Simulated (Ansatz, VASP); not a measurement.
**FePt in VASP and in Ansatz**

File INCAR:

```
SYSTEM = FePt
  PREC = Accurate
  ENCUT = 520
  EDIFF = 1E-6
  ISMEAR = 0
  SIGMA = 0.1
  LREAL = .False.
  LASPH = .True.
  NELM = 150
  ALGO = Normal
  ISIF = 2
  LWAVE = .False.
  LCHARG = .False.
  ISPIN = 2
  MAGMOM = 4 0
  LORBIT = 11
  LMAXMIX = 4
  GGA = PE
  NBANDS = 20
```

KPOINTS

```
regular mesh
0
Gamma
  4 8 8
  0 0 0
```

The input POSCAR:

```
FePt
1.0
    4.2805760100      0.0000000000      0.0000000000
    0.0000000000      2.1383537600      1.4984327400
    0.0000000000     -2.1383537600      1.4984327400
Fe Pt
1 1
Direct
    0.5000000000      0.7467739600      0.7467739600
    0.0000000000      0.2532260400      0.2532260400
```

Input for Ansatz:

```yaml
crystal:
  lattice:
    - [4.28057601, 0.0, 0.0]
    - [0.0, 2.13835376, 1.49843274]
    - [0.0, -2.13835376, 1.49843274]
  atoms:
    - { symbol: Fe, position: [0.5, 0.74677396, 0.74677396], spin: 4.0 }
    - { symbol: Pt, position: [0.0, 0.25322604, 0.25322604] }
basis:
  ecutwfc: 420
kpoints:
  mp_grid: { grid: [4, 8, 8] }
hamiltonian:
  xc: pbe
scf:
  occupations: { method: gaussian, width: 0.1 }
  lower_state_search: "off"
output:
  forces: true
  stress: true
  eigenvalues: true
  populations: true
magnetization:
  spin_polarized: true
```

Alike in both runs: task single point; functional PBE; k mesh 4 × 8 × 8; occupations gaussian, width 0.1 eV; collinear spin.

```csv
,VASP,Ansatz
version,VASP 6.6.1,Ansatz 0.2.0
potentials or method,"VASP PAW PBE potentials, release 64 (Fe, Pt), cutoff 520 eV","scalar-relativistic, plane waves, PAW"
valence electrons in the cell,18,34
```

|  | VASP | Ansatz | Ansatz less VASP |
| --- | --- | --- | --- |
| gap on the k mesh at the Fermi level (eV) | none | none | - |
| pressure (GPa) | 10.5 | 11.0 | +0.49 |
| traceless stress, the component that is largest in VASP (GPa) | -9.31 | -9.50 | -0.185 |
| rms of the force components (eV/Å) | 0.037 | 0.038 | +0.0006 |
| net moment per atom (μB) | 1.63 | 1.64 | +0.005 |
| size of the moment on the site where the two differ most (μB) | 0.29 | 0.33 | +0.031 |

Site moments also hang on the region over which each program counts them. Atom by atom the forces differ by 0.001 eV/Å (rms over components). A gap of «none» marks a metal or a gap that the smearing closes. VASP's potentials hold 18 valence electrons a cell and Ansatz's 34, so a difference there can come from the potentials and not from the codes.

The k mesh is coarse, so the values compare programs but aren't converged. Spin-orbit coupling is off throughout.
